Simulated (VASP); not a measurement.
# SnO2 (P4_2/mnm) in VASP: further runs

Runs on SnO2. Level: PBE. Tasks: single point, relaxation of the atoms.

All numbers are computed with VASP 6.6.1; they aren't measurements. Logs are shortened: lines on timing, memory, paths and dates and some standing lists are left out, and cuts for length are marked.

## 1. The cell of the first run

The structure is tetragonal, space group P4_2/mnm (No. 136). The conventional cell has a = 4.706 Å, b = 4.706 Å, c = 3.165 Å, α = 90.00°, β = 90.00°, γ = 90.00°. Within 2.7 Å of Sn (site symmetry mmm) lie 6 O at 2.03 to 2.05 Å. O (site symmetry m2m) has 3 Sn at 2.03 to 2.05 Å and 1 O at 2.59 Å within 2.7 Å.

## 2. Single point, PBE (11.68 Å³/atom)

File INCAR:

```
SYSTEM = SnO2
PREC = Accurate
ENCUT = 600
EDIFF = 1E-6
ISMEAR = -1
SIGMA = 0.02
LREAL = .False.
LASPH = .True.
NELM = 120
ALGO = Normal
ISIF = 2
LWAVE = .False.
LCHARG = .False.
GGA = PE
NBANDS = 35
GGA_COMPAT = .False.
```

File KPOINTS:

```
Automatic mesh
0
Gamma
  7 7 9
  0 0 0
```

File POSCAR:

```
SnO2
1.0
    4.7062003841      0.0000000000      0.0000000000
    0.0000000000      4.7062003841      0.0000000000
    0.0000000000      0.0000000000      3.1651134496
Sn O
2 4
Direct
    0.0000000000      0.0000000000      0.0000000000
    0.5000000000      0.5000000000      0.5000000000
    0.3051057056      0.3051057056      0.0000000000
    0.1948942944      0.8051057056      0.5000000000
    0.6948942944      0.6948942944      0.0000000000
    0.8051057056      0.1948942944      0.5000000000
```

Potentials or basis: VASP PAW PBE potentials, release 64 (Sn_d, O).

Command:

```
> cat potpaw_PBE.64/Sn_d/POTCAR potpaw_PBE.64/O/POTCAR > POTCAR
> mpirun -np 1 vasp_std > vasp.out
```

OUTCAR:

```text
SYSTEM = SnO2
   PREC = Accurate
   ENCUT = 600
   EDIFF = 1E-6
   ISMEAR = -1
   LREAL = .False.
   LASPH = .True.
   NELM = 120
   ISIF = 2
   GGA = PE

 ion  position               nearest neighbor table
   1  0.000  0.000  0.000-   3 2.03   5 2.03   4 2.05   6 2.05   4 2.05   6 2.05   2 3.68   2 3.68
                             2 3.68   2 3.68   2 3.68   2 3.68   2 3.68   2 3.68
   2  0.500  0.500  0.500-   4 2.03   6 2.03   5 2.05   3 2.05   3 2.05   5 2.05   1 3.68   1 3.68
                             1 3.68   1 3.68   1 3.68   1 3.68   1 3.68   1 3.68
   3  0.305  0.305  0.000-   1 2.03   2 2.05   2 2.05
   4  0.195  0.805  0.500-   2 2.03   1 2.05   1 2.05
   5  0.695  0.695  0.000-   1 2.03   2 2.05   2 2.05
   6  0.805  0.195  0.500-   2 2.03   1 2.05   1 2.05

  LATTYP: Found a simple tetragonal cell.
 ALAT       =     4.7062003841
 C/A-ratio  =     0.6725411566

  Lattice vectors:

 A1 = (   4.7062003841,   0.0000000000,   0.0000000000)
 A2 = (   0.0000000000,   4.7062003841,   0.0000000000)
 A3 = (   0.0000000000,   0.0000000000,   3.1651134496)

Analysis of symmetry for initial positions (statically):
=====================================================================
 Subroutine PRICEL returns:
 Original cell was already a primitive cell.

 Routine SETGRP: Setting up the symmetry group for a
 simple tetragonal supercell.

 Subroutine GETGRP returns: Found 16 space group operations
 (whereof  8 operations were pure point group operations)
 out of a pool of 16 trial point group operations.

The static configuration has the point symmetry D_2h.
 The point group associated with its full space group is D_4h.

Analysis of symmetry for dynamics (positions and initial velocities):
=====================================================================
 Subroutine PRICEL returns:
 Original cell was already a primitive cell.

 Routine SETGRP: Setting up the symmetry group for a
 simple tetragonal supercell.

 Subroutine GETGRP returns: Found 16 space group operations
 (whereof  8 operations were pure point group operations)
 out of a pool of 16 trial point group operations.

The dynamic configuration has the point symmetry D_2h.
 The point group associated with its full space group is D_4h.

 Subroutine INISYM returns: Found 16 space group operations
 (whereof  8 operations are pure point group operations),
 and found     1 'primitive' translations

----------------------------------------------------------------------------------------

                                     Primitive cell

  volume of cell :      70.1020

  direct lattice vectors                    reciprocal lattice vectors
     4.706200384  0.000000000  0.000000000     0.212485640  0.000000000  0.000000000
     0.000000000  4.706200384  0.000000000     0.000000000  0.212485640  0.000000000
     0.000000000  0.000000000  3.165113450     0.000000000  0.000000000  0.315944441

  length of vectors
     4.706200384  4.706200384  3.165113450     0.212485640  0.212485640  0.315944441

  position of ions in fractional coordinates (direct lattice)
     0.000000000  0.000000000  0.000000000
     0.500000000  0.500000000  0.500000000
     0.305105706  0.305105706  0.000000000
     0.194894294  0.805105706  0.500000000
     0.694894294  0.694894294  0.000000000
     0.805105706  0.194894294  0.500000000

  ion indices of the primitive-cell ions
   primitive index   ion index
                 1           1
                 2           2
                 3           3
                 4           4
                 5           5
                 6           6

----------------------------------------------------------------------------------------

 KPOINTS: Automatic mesh

Automatic generation of k-mesh.
 Grid dimensions read from file:
 generate k-points for:    7    7    9

 Generating k-lattice:

  Cartesian coordinates                     Fractional coordinates (reciprocal lattice)
     0.030355091  0.000000000  0.000000000     0.142857143  0.000000000  0.000000000
     0.000000000  0.030355091  0.000000000     0.000000000  0.142857143  0.000000000
     0.000000000  0.000000000  0.035104938     0.000000000  0.000000000  0.111111111

  Length of vectors
     0.030355091  0.030355091  0.035104938

  Shift w.r.t. Gamma in fractional coordinates (k-lattice)
     0.000000000  0.000000000  0.000000000

 Subroutine IBZKPT returns following result:
 ===========================================

 Found     50 irreducible k-points:

 Following reciprocal coordinates:
            Coordinates               Weight
  0.000000  0.000000  0.000000      1.000000
  0.142857  0.000000  0.000000      4.000000
  0.285714  0.000000  0.000000      4.000000
  0.428571  0.000000  0.000000      4.000000
  0.142857  0.142857  0.000000      4.000000
  0.285714  0.142857  0.000000      8.000000
[... 16 lines left out ...]
  0.285714  0.000000  0.222222      8.000000
  0.428571  0.000000  0.222222      8.000000
 [... further k-points ...]
   k-points           NKPTS =     50   k-points in BZ     NKDIM =     50   number of bands    NBANDS=     35
   number of dos      NEDOS =    301   number of ions     NIONS =      6
   total plane-waves  NPLWV =  44800
   dimension x,y,z NGX =    40 NGY =   40 NGZ =   28
   dimension x,y,z NGXF=    80 NGYF=   80 NGZF=   56
   ions per type =               2   4
   NGX,Y,Z   is equivalent  to a cutoff of  14.13, 14.13, 14.71 a.u.
   NGXF,Y,Z  is equivalent  to a cutoff of  28.26, 28.26, 29.41 a.u.
 SYSTEM =  SnO2
   PREC   = accura    normal or accurate (medium, high low for compatibility)
   ISTART =      0    job   : 0-new  1-cont  2-samecut
   ICHARG =      2    charge: 1-file 2-atom 10-const
   ISPIN  =      1    spin polarized calculation?
   LNONCOLLINEAR =      F non collinear calculations
   LSORBIT =      F    spin-orbit coupling
   LASPH  =      T    aspherical Exc in radial PAW
   ENCUT  =  600.0 eV  44.10 Ry    6.64 a.u.   9.40  9.40  6.32*2*pi/ulx,y,z
   NELM   =    120;   NELMIN=  2; NELMDL= -5     # of ELM steps
   EDIFF  = 0.1E-05   stopping-criterion for ELM
   LREAL  =      F    real-space projection
   EDIFFG = 0.1E-04   stopping-criterion for IOM
   NSW    =      0    number of steps for IOM
   IBRION =     -1    ionic relax: 0-MD 1-quasi-New 2-CG
   NFREE  =      0    steps in history (QN), initial steepest desc. (CG)
   ISIF   =      2    stress and relaxation
   ISYM   =      2    0-nonsym 1-usesym 2-fastsym
   POTIM  = 0.5000    time-step for ionic-motion
   TEBEG  =    0.0;   TEEND  =   0.0 temperature during run
   PSTRESS=    0.0 pullay stress
   NELECT =      52.0000    total number of electrons
   NUPDOWN=      -1.0000    fix difference up-down
   EMIN   =  10.00;   EMAX   =-10.00  energy-range for DOS
   EFERMI =   0.00;   METHOD = LEGACY
   ISMEAR =    -1;   SIGMA  =   0.02  broadening in eV -4-tet -1-fermi 0-gaus
   EFERMI_NEDOS =   21; number of points for ismear=-14 and -15
   IALGO  =     38    algorithm
   IMIX   =      4    mixing-type and parameters
     AMIX     =   0.40;   BMIX     =  1.00
     AMIX_MAG =   1.60;   BMIX_MAG =  1.00
  volume/ion in A,a.u.               =      11.68        78.85
  Fermi-wavevector in a.u.,A,eV,Ry     =   1.481947  2.800473 29.880652  2.196166
  Thomas-Fermi vector in A             =   2.595794
   LORBIT       =      0    0 simple, 1 ext, 2 COOP (PROOUT), +10 PAW based schemes
   GGA     = PE    functional components
   LHFCALC =     F    Hartree Fock is set to
   AEXX    =    0.0000 exact exchange contribution
   IVDW    =     0    specifies the selected vdW correction
   LEPSILON=     F    determine dielectric tensor
   LRPA    =     F    only Hartree local field effects (RPA)
 non-spin polarized calculation
  energy-cutoff  :      600.00
  volume of cell :       70.10
 maximum number of plane-waves:      2359
 NGX is ok and might be reduce to    40
   NGX = 19   NGY = 19   NGZ = 13

 number of electron      51.9999986 magnetization

 Free energy of the ion-electron system (eV)
  ---------------------------------------------------
  ext. energy  EPLUGINS =         0.00000000
  ---------------------------------------------------
  free energy    TOTEN  =       -37.05161303 eV

  energy without entropy =      -37.05161303  energy(sigma->0) =      -37.05161303

 E-fermi :   6.7698     XC(G=0): -11.3685

 val. band max:        6.3876830926   @ k =   0.0000   0.0000   0.0000
 cond. band min:       7.8567041448   @ k =   0.0000   0.0000   0.0000
 fundamental gap:      1.4690210522
 Fermi energy:         6.7697796415

 k-point     1 :       0.0000    0.0000    0.0000
  band No.  band energies     occupation
      1     -14.7675      2.00000
      2     -13.9160      2.00000
      3     -13.6272      2.00000
      4     -13.5986      2.00000
      5     -13.5986      2.00000
      6     -13.5454      2.00000
[... 27 lines left out ...]
     34      18.8309      0.00000
     35      19.1521      0.00000

 k-point     2 :       0.1429    0.0000    0.0000
  band No.  band energies     occupation
      1     -14.7340      2.00000
      2     -13.9533      2.00000
      3     -13.6276      2.00000
      4     -13.5970      2.00000
      5     -13.5969      2.00000
      6     -13.5775      2.00000
[... 27 lines left out ...]
     34      18.8118      0.00000
     35      19.1555      0.00000

 k-point     3 :       0.2857    0.0000    0.0000
  band No.  band energies     occupation
      1     -14.6352      2.00000
      2     -14.0843      2.00000
      3     -13.6287      2.00000
      4     -13.6190      2.00000
      5     -13.5933      2.00000
      6     -13.5931      2.00000
[... 27 lines left out ...]
     34      18.7953      0.00000
     35      19.1292      0.00000
[... 723 lines left out ...]
 k-point    23 :       0.2857    0.0000    0.2222
  band No.  band energies     occupation
      1     -14.4902      2.00000
      2     -14.2133      2.00000
      3     -13.9477      2.00000
      4     -13.7026      2.00000
      5     -13.5266      2.00000
      6     -13.5160      2.00000
[... 27 lines left out ...]
     34      18.7129      0.00000
     35      18.9242      0.00000

 k-point    24 :       0.4286    0.0000    0.2222
  band No.  band energies     occupation
      1     -14.4243      2.00000
      2     -14.3304      2.00000
      3     -13.8638      2.00000
      4     -13.7735      2.00000
      5     -13.5184      2.00000
      6     -13.5115      2.00000
[... 27 lines left out ...]
     34      18.9659      0.00000
     35      19.0663      0.00000

 [... further k-points ...]

------------------------ aborting loop because EDIFF is reached ----------------------------------------

  FORCE on cell =-STRESS in cart. coord.  units (eV):
  Direction    XX          YY          ZZ          XY          YZ          ZX
  --------------------------------------------------------------------------------------
  -------------------------------------------------------------------------------------
  Total        6.4997827      6.4997827      8.1022225      0.0000000      0.0000000      0.0000000
  in kB      148.5522760    148.5522760    185.1759729      0.0000000      0.0000000      0.0000000
  external PRESSURE =     160.7601750 kB  Pullay stress =       0.0000000 kB

 VOLUME and BASIS-vectors are now :
 -----------------------------------------------------------------------------
  energy-cutoff  :      600.00
  volume of cell :       70.10
      direct lattice vectors                 reciprocal lattice vectors
     4.706200384  0.000000000  0.000000000     0.212485640  0.000000000  0.000000000
     0.000000000  4.706200384  0.000000000     0.000000000  0.212485640  0.000000000
     0.000000000  0.000000000  3.165113450     0.000000000  0.000000000  0.315944441

 POSITION                                       TOTAL-FORCE (eV/Angst)
 -----------------------------------------------------------------------------------
      0.00000      0.00000      0.00000         0.000000     -0.000000      0.000000
      2.35310      2.35310      1.58256         0.000000     -0.000000      0.000000
      1.43589      1.43589      0.00000        -0.024117     -0.024117      0.000000
      0.91721      3.78899      1.58256         0.024117     -0.024117      0.000000
      3.27031      3.27031      0.00000         0.024117      0.024117     -0.000000
      3.78899      0.91721      1.58256        -0.024117      0.024117      0.000000
 -----------------------------------------------------------------------------------
    total drift:                                0.000000     -0.000000     -0.000000

  FREE ENERGIE OF THE ION-ELECTRON SYSTEM (eV)
  ---------------------------------------------------
  free  energy   TOTEN  =       -37.0516130318 eV

  energy  without entropy=      -37.0516130318  energy(sigma->0) =      -37.05161303
```

Wall time 4.6 min (1 thread of AMD EPYC 7R13, shared host); peak memory 0.24 GiB.

What came out:

```yaml
Free_energy: -37.0516 eV
Pressure: 16.1 GPa
Largest_force: 0.034 eV/Å
Band_gap_on_the_k_mesh: 1.47 eV
```

Forces on the atoms (eV/Å):
```
Sn   0.000  0.000  0.000
Sn   0.000  0.000  0.000
O   -0.024 -0.024  0.000
O    0.024 -0.024  0.000
O    0.024  0.024  0.000
O   -0.024  0.024  0.000
```

Levels at points of the mesh, in eV from the valence-band top:
```csv
k point,band 23,band 24,band 25,band 26,band 27,band 28,band 29,band 30
"(0.00, 0.00, 0.00)",-1.23,-0.81,-0.81,0.00,1.47,6.41,6.44,6.44
```

Caveat: the cell stands under pressure; spin-orbit coupling is left out, which moves the levels of the heavy elements.

## 3. Single point, PBE (12.40 Å³/atom)

This run uses another cell than the first one, of 12.40 Å³/atom.

File INCAR:

```
SYSTEM = SnO2
  PREC = Accurate
  ENCUT = 600
  EDIFF = 1E-6
  ISMEAR = -1
  SIGMA = 0.02
  LREAL = .FALSE.
  LASPH = .TRUE.
  NELM = 120
  ALGO = Normal
  ISIF = 2
  LWAVE = .FALSE.
  LCHARG = .FALSE.
  GGA = PE
  NBANDS = 35
  GGA_COMPAT = .FALSE.
```

File KPOINTS:

```
regular mesh
0
G
  7 7 9
  0 0 0
```

File POSCAR:

```
SnO2
1.0
    4.8003492553      0.0000000000      0.0000000000
    0.0000000000      4.8003492553      0.0000000000
    0.0000000000      0.0000000000      3.2284324403
Sn O
2 4
Direct
    0.0000000000      0.0000000000      0.0000000000
    0.5000000000      0.5000000000      0.5000000000
    0.3062696221      0.3062696221      0.0000000000
    0.1937303779      0.8062696221      0.5000000000
    0.6937303779      0.6937303779      0.0000000000
    0.8062696221      0.1937303779      0.5000000000
```

Potentials or basis: VASP PAW PBE potentials, release 64 (Sn_d, O).

Command:

```
> cat potpaw_PBE.64/Sn_d/POTCAR potpaw_PBE.64/O/POTCAR > POTCAR
> mpirun -np 1 vasp_std > vasp.out
```

It took 3.8 min on 1 thread of AMD EPYC 7R13, shared host; peak memory 0.25 GiB.

Results (log left out):

- Free energy: -37.3071 eV
- Pressure: 3.0 GPa
- Largest force: 0.015 eV/Å
- Band gap on the k mesh: 0.81 eV

Forces in eV/Å, atoms in the order of the input:
```
Sn   0.000  0.000  0.000
Sn   0.000  0.000  0.000
O   -0.011 -0.011  0.000
O    0.011 -0.011  0.000
O    0.011  0.011  0.000
O   -0.011  0.011  0.000
```

Stress tensor (GPa, compression positive):
```
2.82 0.00 0.00
0.00 2.82 0.00
0.00 0.00 3.29
```

Levels at points of the mesh, in eV from the valence-band top:
```
           k point  band 24  band 25  band 26  band 27  band 28  band 29
(0.00, 0.00, 0.00)    -0.75    -0.75     0.00     0.81     5.81     6.12
```

Caveat: spin-orbit coupling is left out, which moves the levels of the heavy elements.

(Continued in part 2 of 2.)
